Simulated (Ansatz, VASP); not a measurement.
# One calculation of Al3RuN, two programs

```
Al Ru N
1.0
     3.03271    0.00000    0.00000
     0.00000    3.03271    0.00000
     0.00000    0.00000    6.59588
Al Ru N
3 1 1
Direct
  0.50000 0.50000 0.70466
  0.50000 0.50000 0.29534
  0.00000 0.00000 0.00000
  0.00000 0.00000 0.50000
  0.50000 0.50000 0.00000
```

Alike in both runs: functional PBE; k mesh 5 × 5 × 2; occupations gaussian, width 0.2 eV; collinear spin.

Ansatz relaxed the structure, and its values are those at the end. VASP's run is a single point on that final structure, the one shown.

```csv
,VASP,Ansatz
version,VASP 6.6.1,Ansatz 0.2.0
potentials or method,"VASP PAW PBE potentials, release 64 (Al, Ru_pv, N), cutoff 520 eV","scalar-relativistic, plane waves, PAW"
valence electrons in the cell,28,30
```

Ansatz gave:

```
gap on the k mesh at the Fermi level (eV) : 0.54
least direct gap on the mesh (eV)         : 0.73
pressure (GPa)                            : -0.1
rms of the force components (eV/Å)        : 0.000
net moment per atom (μB)                  : 0.00
```

Task: What did VASP give for the same quantities?

Result: gap on the k mesh at the Fermi level (eV): 0.54; least direct gap on the mesh (eV): 0.73; pressure (GPa): -0.2; rms of the force components (eV/Å): 0.007; net moment per atom (μB): 0.00.

VASP's potentials hold 28 valence electrons a cell and Ansatz's 30, so a difference there can come from the potentials and not from the codes. Ansatz's warnings: seeded moment not kept.

The k mesh is coarse, so the values compare programs but aren't converged.
